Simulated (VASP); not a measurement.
Here is a VASP 6.6.1 calculation.

INCAR

```
PREC = Accurate
ENCUT = 520
EDIFF = 1E-6
ISMEAR = -1
SIGMA = 0.05
LREAL = False
LASPH = True
NELM = 150
ALGO = Normal
ISIF = 2
LWAVE = False
LCHARG = True
ISPIN = 2
MAGMOM = 4 4 0 0
LORBIT = 11
LMAXMIX = 4
GGA = PS
LELF = True
LVHAR = True
NBANDS = 31
```

Contents of KPOINTS:

```
Automatic mesh
0
Gamma
  9 9 5
```

Contents of POSCAR:

```
MnO
1.0
    3.4378285534      0.0000000000      0.0000000000
   -1.7189142767      2.9772468610      0.0000000000
    0.0000000000      0.0000000000      5.4911248552
Mn O
2 2
Direct
    0.6666666667      0.3333333333      0.5109600000
    0.3333333333      0.6666666667      0.0109600000
    0.6666666667      0.3333333333      0.8754700000
    0.3333333333      0.6666666667      0.3754700000
```

Potentials or basis: VASP PAW PBE potentials, release 64 (Mn_pv, O).

Launch:

```sh
$ cat potpaw_PBE.64/Mn_pv/POTCAR potpaw_PBE.64/O/POTCAR > POTCAR
$ mpirun -np 1 vasp_std > vasp.out
```

Task: Predict the site moments.

Result: Mn +4.42; O +0.18 μB.

Task: Estimate the largest force.

Result: 0.474 eV/Å.

Task: Estimate the pressure.

Result: -5.6 GPa.

Task: What does it give for the band gap on the k mesh?

Result: Zero (filled and empty bands overlap).

Forces in eV/Å, atoms in the order of the input:
```
Mn   0.000  0.000 -0.474
Mn   0.000  0.000 -0.474
O    0.000  0.000  0.474
O    0.000  0.000  0.474
```

Caveat: the cell stands under tension; the PAW data sets were made with another functional, which shifts forces and pressure a little; semilocal functionals often make such compounds metallic where correlation or magnetic order opens a gap, which also shifts bond lengths; only a ferromagnetic start was run, and an antiferromagnetic order may lie lower in energy. With open d or f shells a metallic result of PBEsol can be an artefact of self-interaction; +U or a hybrid may open a gap.
